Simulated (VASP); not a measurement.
# As (P6_3/mmc) in VASP: further runs

As is run at these levels: PBE; tasks: single point, relaxation of cell and atoms.

All numbers are computed with VASP 6.6.1; they aren't measurements. Logs are shortened: lines on timing, memory, paths and dates and some standing lists are left out, and cuts for length are marked.

**1. The cell of the first run**

Symmetry: P6_3/mmc, No. 194, hexagonal system. Conventional cell: a = 3.055 Å, b = 3.055 Å, c = 4.763 Å, α = 90.00°, β = 90.00°, γ = 120.00°. As (site symmetry -6m2) has 12 As at 2.96 to 3.05 Å within 3.9 Å.

This isn't the form of As at room conditions, which is rhombohedral.

**2. Single point, PBE, non-collinear spin, zero start, spin-orbit coupling**

INCAR

```
SYSTEM = As
PREC = Accurate ; ENCUT = 520
EDIFF = 1E-6 ; ISMEAR = -1
SIGMA = 0.05 ; LREAL = .FALSE.
LASPH = .TRUE. ; NELM = 150
ALGO = Normal ; ISIF = 2
LWAVE = .FALSE. ; LCHARG = .FALSE.
LNONCOLLINEAR = .TRUE. ; MAGMOM = 0 0 0 0 0 0
LORBIT = 11 ; LSORBIT = .TRUE.
GGA_COMPAT = .FALSE. ; LORBMOM = .TRUE.
GGA = PE ; NBANDS = 22
```

KPOINTS

```
Automatic mesh
0
G
  16 16 9
  0 0 0
```

POSCAR

```
As
1.0
    3.0548957246      0.0000000000      0.0000000000
   -1.5274478623      2.6456173034      0.0000000000
    0.0000000000      0.0000000000      4.7628956571
As
2
Direct
    0.3333333333      0.6666666667      0.2500000000
    0.6666666667      0.3333333333      0.7500000000
```

Potentials or basis: VASP PAW PBE potentials, release 64 (As).

The run is started by

```
$ cat potpaw_PBE.64/As/POTCAR > POTCAR
$ mpirun -np 1 vasp_ncl > vasp.out
```

OUTCAR:

```text
SYSTEM = As
   PREC = Accurate
   ENCUT = 520
   EDIFF = 1E-6
   ISMEAR = -1
   LREAL = .FALSE.
   LASPH = .TRUE.
   NELM = 150
   ISIF = 2
   LNONCOLLINEAR = .TRUE.
   LORBIT = 11
   LSORBIT = .TRUE.
   GGA = PE

 ion  position               nearest neighbor table
   1  0.333  0.667  0.250-
   2  0.667  0.333  0.750-

  LATTYP: Found a hexagonal cell.
 ALAT       =     3.0548957246
 C/A-ratio  =     1.5591025313

  Lattice vectors:

 A1 = (   3.0548957246,   0.0000000000,   0.0000000000)
 A2 = (  -1.5274478623,   2.6456173034,   0.0000000000)
 A3 = (   0.0000000000,   0.0000000000,   4.7628956571)

Analysis of symmetry for initial positions (statically):
=====================================================================
 Subroutine PRICEL returns:
 Original cell was already a primitive cell.

 Routine SETGRP: Setting up the symmetry group for a
 hexagonal supercell.

 Subroutine GETGRP returns: Found 24 space group operations
 (whereof 12 operations were pure point group operations)
 out of a pool of 24 trial point group operations.

The static configuration has the point symmetry D_3d.
 The point group associated with its full space group is D_6h.

Analysis of symmetry for dynamics (positions and initial velocities):
=====================================================================
 Subroutine PRICEL returns:
 Original cell was already a primitive cell.

 Routine SETGRP: Setting up the symmetry group for a
 hexagonal supercell.

 Subroutine GETGRP returns: Found 24 space group operations
 (whereof 12 operations were pure point group operations)
 out of a pool of 24 trial point group operations.

The dynamic configuration has the point symmetry D_3d.
 The point group associated with its full space group is D_6h.

Analysis of structural, dynamic, and magnetic symmetry:
=====================================================================
 Subroutine PRICEL returns:
 Original cell was already a primitive cell.

 Routine SETGRP: Setting up the symmetry group for a
 hexagonal supercell.

 Subroutine GETGRP returns: Found 24 space group operations
 (whereof 12 operations were pure point group operations)
 out of a pool of 24 trial point group operations.

The overall configuration has the point symmetry D_3d.
 The point group associated with its full space group is D_6h.

 Subroutine INISYM returns: Found 24 space group operations
 (whereof 12 operations are pure point group operations),
 and found     1 'primitive' translations

----------------------------------------------------------------------------------------

                                     Primitive cell

  volume of cell :      38.4941

  direct lattice vectors                    reciprocal lattice vectors
     3.054895725  0.000000000  0.000000000     0.327343415  0.188991809  0.000000000
    -1.527447862  2.645617303  0.000000000     0.000000000  0.377983618  0.000000000
     0.000000000  0.000000000  4.762895657     0.000000000  0.000000000  0.209956311

  length of vectors
     3.054895725  3.054895725  4.762895657     0.377983618  0.377983618  0.209956311

  position of ions in fractional coordinates (direct lattice)
     0.333333333  0.666666667  0.250000000
     0.666666667  0.333333333  0.750000000

  ion indices of the primitive-cell ions
   primitive index   ion index
                 1           1
                 2           2

----------------------------------------------------------------------------------------

 KPOINTS: Automatic mesh

Automatic generation of k-mesh.
 Grid dimensions read from file:
 generate k-points for:   16   16    9

 Generating k-lattice:

  Cartesian coordinates                     Fractional coordinates (reciprocal lattice)
     0.020458963  0.011811988  0.000000000     0.062500000  0.000000000  0.000000000
     0.000000000  0.023623976  0.000000000     0.000000000  0.062500000  0.000000000
     0.000000000  0.000000000  0.023328479     0.000000000  0.000000000  0.111111111

  Length of vectors
     0.023623976  0.023623976  0.023328479

  Shift w.r.t. Gamma in fractional coordinates (k-lattice)
     0.000000000  0.000000000  0.000000000

 Subroutine IBZKPT returns following result:
 ===========================================

 Found    150 irreducible k-points:

 Following reciprocal coordinates:
            Coordinates               Weight
  0.000000  0.000000  0.000000      1.000000
  0.062500  0.000000  0.000000      6.000000
  0.125000  0.000000  0.000000      6.000000
  0.187500 -0.000000  0.000000      6.000000
  0.250000  0.000000  0.000000      6.000000
  0.312500  0.000000  0.000000      6.000000
[... 16 lines left out ...]
  0.187500  0.187500  0.000000      6.000000
  0.250000  0.187500  0.000000     12.000000
 [... further k-points ...]
[... 31 lines left out ...]
   EMIN   =  10.00;   EMAX   =-10.00  energy-range for DOS
   EFERMI =   0.00;   METHOD = LEGACY
   ISMEAR =    -1;   SIGMA  =   0.05  broadening in eV -4-tet -1-fermi 0-gaus
   EFERMI_NEDOS =   21; number of points for ismear=-14 and -15
   IALGO  =     38    algorithm
   IMIX   =      4    mixing-type and parameters
     AMIX     =   0.40;   BMIX     =  1.00
     AMIX_MAG =   1.60;   BMIX_MAG =  1.00
  volume/ion in A,a.u.               =      19.25       129.89
  Fermi-wavevector in a.u.,A,eV,Ry     =   1.044584  1.973977 14.846073  1.091156
  Thomas-Fermi vector in A             =   2.179343
   LORBIT       =     11    0 simple, 1 ext, 2 COOP (PROOUT), +10 PAW based schemes
   GGA     = PE    functional components
   LHFCALC =     F    Hartree Fock is set to
   AEXX    =    0.0000 exact exchange contribution
   IVDW    =     0    specifies the selected vdW correction
   LEPSILON=     F    determine dielectric tensor
   LRPA    =     F    only Hartree local field effects (RPA)
  energy-cutoff  :      520.00
  volume of cell :       38.49
 maximum number of plane-waves:      2170
 NGX is ok and might be reduce to    24
   NGX = 11   NGY = 11   NGZ = 17

 number of electron      10.0000000 magnetization       0.0000000      0.0000000      0.0000000

 number of electron       9.9999997 magnetization       0.0000000      0.0000000      0.0000000

 number of electron       9.9999997 magnetization      -0.0000000      0.0000000     -0.0000000

 number of electron       9.9999997 magnetization       0.0000000     -0.0000000      0.0000000

 Free energy of the ion-electron system (eV)
  ---------------------------------------------------
  ext. energy  EPLUGINS =         0.00000000
  ---------------------------------------------------
  free energy    TOTEN  =        -8.37098965 eV

  energy without entropy =       -8.36275869  energy(sigma->0) =       -8.36687417

 E-fermi :   6.4450     XC(G=0): -10.7263

 val. band max:        6.4254692570   @ k =   0.4375   0.0625   0.0000
 cond. band min:       6.4600573442   @ k =   0.2500   0.2500   0.2222
 fundamental gap:      0.0345880873
 Fermi energy:         6.4449946579

 k-point     1 :       0.0000    0.0000    0.0000
  band No.  band energies     occupation
      1      -8.6371      1.00000
      2      -8.6371      1.00000
      3      -3.7838      1.00000
      4      -3.7838      1.00000
      5      -0.1518      1.00000
      6      -0.1518      1.00000
[... 589 lines left out ...]
     21      18.3625      0.00000
     22      18.3625      0.00000

 [... further k-points ...]

------------------------ aborting loop because EDIFF is reached ----------------------------------------

  FORCE on cell =-STRESS in cart. coord.  units (eV):
  Direction    XX          YY          ZZ          XY          YZ          ZX
  --------------------------------------------------------------------------------------
  -------------------------------------------------------------------------------------
  Total        0.0007278      0.0007278      0.0097741      0.0000000      0.0000000      0.0000000
  in kB        0.0302900      0.0302900      0.4068121      0.0000000      0.0000000      0.0000000
  external PRESSURE =       0.1557974 kB  Pullay stress =       0.0000000 kB

 VOLUME and BASIS-vectors are now :
 -----------------------------------------------------------------------------
  energy-cutoff  :      520.00
  volume of cell :       38.49
      direct lattice vectors                 reciprocal lattice vectors
     3.054895725  0.000000000  0.000000000     0.327343415  0.188991809  0.000000000
    -1.527447862  2.645617303  0.000000000     0.000000000  0.377983618  0.000000000
     0.000000000  0.000000000  4.762895657     0.000000000  0.000000000  0.209956311

 POSITION                                       TOTAL-FORCE (eV/Angst)
 -----------------------------------------------------------------------------------
     -0.00000      1.76374      1.19072         0.000000     -0.000000      0.000000
      1.52745      0.88187      3.57217        -0.000000      0.000000      0.000000
 -----------------------------------------------------------------------------------
    total drift:                                0.000000      0.000000     -0.000000

  FREE ENERGIE OF THE ION-ELECTRON SYSTEM (eV)
  ---------------------------------------------------
  free  energy   TOTEN  =        -8.3709896522 eV

  energy  without entropy=       -8.3627586907  energy(sigma->0) =       -8.36687417

 orbital moment (x)

 # of ion     p       d       tot
 ----------------------------------------
  1        -0.000   0.000  -0.000
  2         0.000   0.000   0.000
 ----------------------------------------
            0.000   0.000   0.000

 orbital moment (y)

 # of ion     p       d       tot
 ----------------------------------------
  1         0.000  -0.000  -0.000
  2         0.000   0.000   0.000
 ----------------------------------------
            0.000   0.000   0.000

 orbital moment (z)

 # of ion     p       d       tot
 ----------------------------------------
  1         0.000   0.000   0.000
  2         0.000   0.000   0.000
 ----------------------------------------
            0.000   0.000   0.000

 Spin-Orbit-Coupling matrix elements

 Ion:    1  E_soc:     -0.0272288
 l=   1
     0.0000000    -0.0044874    -0.0045905
    -0.0044874     0.0000000    -0.0044874
    -0.0045905    -0.0044874     0.0000000
 l=   2
     0.0000000    -0.0000032     0.0000000    -0.0000032    -0.0000140
    -0.0000032     0.0000000    -0.0000101    -0.0000020    -0.0000032
     0.0000000    -0.0000101     0.0000000    -0.0000101     0.0000000
    -0.0000032    -0.0000020    -0.0000101     0.0000000    -0.0000032
    -0.0000140    -0.0000032     0.0000000    -0.0000032     0.0000000
 l=   3
     0.0000000     0.0000000     0.0000000     0.0000000     0.0000000     0.0000000     0.0000000
     0.0000000     0.0000000     0.0000000     0.0000000     0.0000000     0.0000000     0.0000000
     0.0000000     0.0000000     0.0000000     0.0000000     0.0000000     0.0000000     0.0000000
     0.0000000     0.0000000     0.0000000     0.0000000     0.0000000     0.0000000     0.0000000
     0.0000000     0.0000000     0.0000000     0.0000000     0.0000000     0.0000000     0.0000000
     0.0000000     0.0000000     0.0000000     0.0000000     0.0000000     0.0000000     0.0000000
     0.0000000     0.0000000     0.0000000     0.0000000     0.0000000     0.0000000     0.0000000

 Ion:    2  E_soc:     -0.0272288
 l=   1
     0.0000000    -0.0044874    -0.0045905
    -0.0044874     0.0000000    -0.0044874
    -0.0045905    -0.0044874     0.0000000
 l=   2
     0.0000000    -0.0000032     0.0000000    -0.0000032    -0.0000140
    -0.0000032     0.0000000    -0.0000101    -0.0000020    -0.0000032
     0.0000000    -0.0000101     0.0000000    -0.0000101     0.0000000
    -0.0000032    -0.0000020    -0.0000101     0.0000000    -0.0000032
    -0.0000140    -0.0000032     0.0000000    -0.0000032     0.0000000
 l=   3
     0.0000000     0.0000000     0.0000000     0.0000000     0.0000000     0.0000000     0.0000000
     0.0000000     0.0000000     0.0000000     0.0000000     0.0000000     0.0000000     0.0000000
     0.0000000     0.0000000     0.0000000     0.0000000     0.0000000     0.0000000     0.0000000
     0.0000000     0.0000000     0.0000000     0.0000000     0.0000000     0.0000000     0.0000000
     0.0000000     0.0000000     0.0000000     0.0000000     0.0000000     0.0000000     0.0000000
     0.0000000     0.0000000     0.0000000     0.0000000     0.0000000     0.0000000     0.0000000
     0.0000000     0.0000000     0.0000000     0.0000000     0.0000000     0.0000000     0.0000000

 total charge

# of ion       s       p       d       tot
------------------------------------------
    1        1.347   1.206   0.048   2.602
    2        1.347   1.206   0.048   2.602
--------------------------------------------------
tot          2.694   2.413   0.097   5.203

 magnetization (x)

# of ion       s       p       d       tot
------------------------------------------
    1       -0.000  -0.000   0.000  -0.000
    2        0.000  -0.000   0.000  -0.000
--------------------------------------------------
tot         -0.000  -0.000   0.000  -0.000

 magnetization (y)

# of ion       s       p       d       tot
------------------------------------------
    1       -0.000  -0.000   0.000  -0.000
    2       -0.000   0.000   0.000   0.000
--------------------------------------------------
tot         -0.000   0.000   0.000  -0.000

 magnetization (z)

# of ion       s       p       d       tot
------------------------------------------
    1        0.000   0.000   0.000   0.000
    2        0.000   0.000   0.000   0.000
--------------------------------------------------
tot          0.000   0.000   0.000   0.000
```

It took 100 s on 1 thread of AMD EPYC 9R45 (Zen 5), shared host; peak memory 0.32 GiB.

What came out:

| Property | Result |
| --- | --- |
| Free energy | -8.3710 eV |
| Pressure | 0.0 GPa |
| Net moment | 0.00 μB per cell |
| Valence electrons inside the program's atomic spheres | As 2.60 |

Moments on the atoms (μB; x, y, z):
```
As  0.00 0.00 0.00
As  0.00 0.00 0.00
```

**3. Relaxation of cell and atoms, PBE, non-collinear spin, zero start, spin-orbit coupling**

This run uses another cell than the first one, of 19.00 Å³/atom.

INCAR

```
SYSTEM = As
PREC = Accurate
ENCUT = 600
EDIFF = 1E-7
ISMEAR = -1
SIGMA = 0.05
LREAL = .FALSE.
LASPH = .TRUE.
NELM = 150
ALGO = Normal
ISIF = 3
LWAVE = .FALSE.
LCHARG = .FALSE.
LNONCOLLINEAR = .TRUE.
MAGMOM = 0 0 0 0 0 0
LORBIT = 11
LSORBIT = .TRUE.
GGA_COMPAT = .FALSE.
LORBMOM = .TRUE.
GGA = PE
IBRION = 2
NSW = 60
EDIFFG = -0.005
```

KPOINTS is that of step 2.

POSCAR

```
As
1.0
    3.0031658500      0.0000000000      0.0000000000
   -1.5015829250      2.6008179178      0.0000000000
    0.0000000000      0.0000000000      4.8651286769
As
2
Direct
    0.3333333333      0.6666666667      0.2500000000
    0.6666666667      0.3333333333      0.7500000000
```

Potentials or basis: VASP PAW PBE potentials, release 64 (As).

The run is started by

```
$ cat potpaw_PBE.64/As/POTCAR > POTCAR
$ mpirun -np 1 vasp_ncl > vasp.out
```

It took 33 min on 1 thread of Oxide Virtual Turin-like, shared host; peak memory 0.34 GiB.

The run converged. Its results:

```
Free energy                                           : -8.3710 eV
Relaxed volume                                        : 19.25 Å³/atom
Relaxed cell                                          : a = 3.055 Å, b = 3.055 Å, c = 4.764 Å, α = 90.00°, β = 90.00°, γ = 120.00°
Space group after relaxing (to 0.1 Å)                 : P6_3/mmc (No. 194)
Energy gained by relaxing                             : 3.3 meV/atom
Ionic steps                                           : 13
Pressure after relaxing                               : 0.0 GPa
Net moment                                            : 0.00 μB per cell
Valence electrons inside the program's atomic spheres : As 2.60
```

The path:
```csv
step,energy change (eV),largest force (eV/Å),pressure (GPa),volume (Å³)
1,0.0000,0.0000,1.37,38.00
2,-0.0023,0.0000,-0.55,38.90
3,-0.0028,0.0000,-0.01,38.64
4,-0.0028,0.0000,-0.04,38.65
5,-0.0028,0.0000,-0.05,38.65
6,-0.0031,0.0000,-0.08,38.63
7,-0.0041,0.0000,-0.10,38.60
8,-0.0061,0.0000,-0.05,38.53
9,-0.0052,0.0000,0.36,38.38
10,-0.0066,0.0000,0.09,38.46
11,-0.0066,0.0000,0.06,38.48
12,-0.0063,0.0000,-0.43,38.72
13,-0.0066,0.0000,0.01,38.50
```

Final structure:
```
CELL_PARAMETERS angstrom
3.05475 0.00000 0.00000
-1.52737 2.64549 0.00000
0.00000 0.00000 4.76438
ATOMIC_POSITIONS crystal
As 0.33333 0.66667 0.25000
As 0.66667 0.33333 0.75000
```

Moments on the atoms (μB; x, y, z):
```
As  0.00 0.00 0.00
As  0.00 0.00 0.00
```

**4. Relaxation of cell and atoms, PBE, non-collinear spin, zero start, spin-orbit coupling**

INCAR

```
SYSTEM = As
ALGO = Normal
EDIFF = 1E-6
EDIFFG = -0.005
ENCUT = 600
GGA = PE
GGA_COMPAT = .False.
IBRION = 2
ISIF = 3
ISMEAR = -1
LASPH = .True.
LCHARG = .False.
LORBIT = 11
LORBMOM = .True.
LREAL = .False.
LSORBIT = .True.
LWAVE = .False.
MAGMOM = 0 0 0 0 0 0
NELM = 150
NSW = 45
PREC = Accurate
SIGMA = 0.05
```

KPOINTS

```
k-points
0
Gamma
  16 16 9
  0 0 0
```

POSCAR

```
As
1.0
    3.0548957246      0.0000000000      0.0000000000
   -1.5274478623      2.6456173034      0.0000000000
    0.0000000000      0.0000000000      4.7628956571
As
2
Direct
    0.3333333333      0.6666666667      0.2500000000
    0.6666666667      0.3333333333      0.7500000000
```

The run is started by

```
$ cat potpaw_PBE.64/As/POTCAR > POTCAR
$ mpirun -np 1 vasp_ncl > vasp.out
```

Wall time 1.7 min (1 thread of Oxide Virtual Turin-like, shared host); peak memory 0.33 GiB.

The run converged. Its results:

* Free energy: -8.3711 eV
* Pressure after relaxing: 0.0 GPa
* Net moment: 0.00 μB per cell
* Valence electrons inside the program's atomic spheres: As 2.60

Final structure:
```yaml
crystal:
  lattice:
    - [3.05490, 0.00000, 0.00000]
    - [-1.52745, 2.64562, 0.00000]
    - [0.00000, 0.00000, 4.76290]
  atoms:
    - { symbol: As, position: [0.33333, 0.66667, 0.25000] }
    - { symbol: As, position: [0.66667, 0.33333, 0.75000] }
```

Moments on the atoms (μB; x, y, z):
```
As  0.00 0.00 0.00
As  0.00 0.00 0.00
```

Caveat: the relaxation stopped at its first step, so nothing moved.

**5. Overview**

| task | cell | cutoff (eV) | pressure (GPa) | moment (μB) |
| --- | --- | --- | --- | --- |
| single point | a = 3.055, b = 3.055, c = 4.763 Å, angles 90.0, 90.0, 120.0°, 2 atoms | 520 | 0.0 | 0.00 |
| relaxation of cell and atoms | relaxed from a = 3.003, b = 3.003, c = 4.865 Å, angles 90.0, 90.0, 120.0°, 2 atoms | 600 | 0.0 | 0.00 |
| relaxation of cell and atoms | relaxed from a = 3.055, b = 3.055, c = 4.763 Å, angles 90.0, 90.0, 120.0°, 2 atoms | 600 | 0.0 | 0.00 |

Alike in all rows: level PBE; potentials or basis VASP PAW PBE potentials, release 64 (As); spin non-collinear, zero start, SOC; k mesh 16 × 16 × 9; smearing fermi-dirac 0.05 eV.

Caveats: the relaxation stopped at its first step, so nothing moved (at least some runs).

Absolute energies hang on the potentials; compare differences alone.
